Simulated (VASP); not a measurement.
Set up this calculation in VASP 6.6.1, as the native input.

```
Task                   : single point
Functional             : PBE
Potentials or basis    : VASP PAW PBE potentials, release 64 (Cd, Br)
Cutoff                 : 520 eV
k mesh                 : 4 × 4 × 2
Occupations            : gaussian, width 0.1 eV
Spin                   : no spin polarisation
Dipole correction      : no
Further INCAR settings : ALGO = Normal; EDIFF = 1e-06; NBANDS = 24
```

The structure of CdBr3 lies in POSCAR:

```
CdBr3
1.0
    3.4379982055      0.0000000000      0.0000000000
    0.0000000000      3.4379982055      0.0000000000
    0.0000000000      0.0000000000     11.1682098610
Cd Br
1 3
Direct
    0.0000000000      0.0000000000      0.0000000000
    0.5000000000      0.5000000000      0.8457673780
    0.0000000000      0.0000000000      0.5000000000
    0.5000000000      0.5000000000      0.1542326220
```

The cell was generated, and may not be a known phase.

These files were run (other wordings do the same):

INCAR

```
ALGO     = Normal         # electronic algorithm
EDIFF    = 1E-6           # SCF threshold, eV
ENCUT    = 520            # plane-wave cutoff, eV
GGA      = PE             # functional
ISIF     = 2              # what is computed and relaxed
ISMEAR   = 0              # smearing method
LASPH    = True           # aspherical terms in the spheres
LCHARG   = False          # write CHGCAR
LREAL    = False          # projectors in reciprocal space
LWAVE    = False          # write WAVECAR
NBANDS   = 24             # bands
NELM     = 80             # most SCF steps
PREC     = Accurate       # precision mode
SIGMA    = 0.1            # smearing width, eV
```

KPOINTS

```
k-points
0
Gamma
  4 4 2
```

Potentials or basis: VASP PAW PBE potentials, release 64 (Cd, Br).

The run is started by

```console
$ cat potpaw_PBE.64/Cd/POTCAR potpaw_PBE.64/Br/POTCAR > POTCAR
$ mpirun -np 1 vasp_std > vasp.out
```

It gave:

```json
{
  "Pressure": "0.2 GPa",
  "Largest force": "0.037 eV/Å",
  "Band gap on the k mesh": "zero (an odd number of electrons rules out a gap without spin polarisation)"
}
```

Caveat: the k points lie up to 0.46 Å⁻¹ apart, too coarse for converged energies and pressures of a metal; this functional lacks dispersion, which binds layers or chains, so the pressure and a relaxed spacing across them are unreliable; an odd number of electrons without spin polarisation forces a metal; a magnetic or distorted state may lie lower.

It took 92 s on 1 thread of Intel Xeon 8259CL (shared host), peak memory 0.25 GiB.
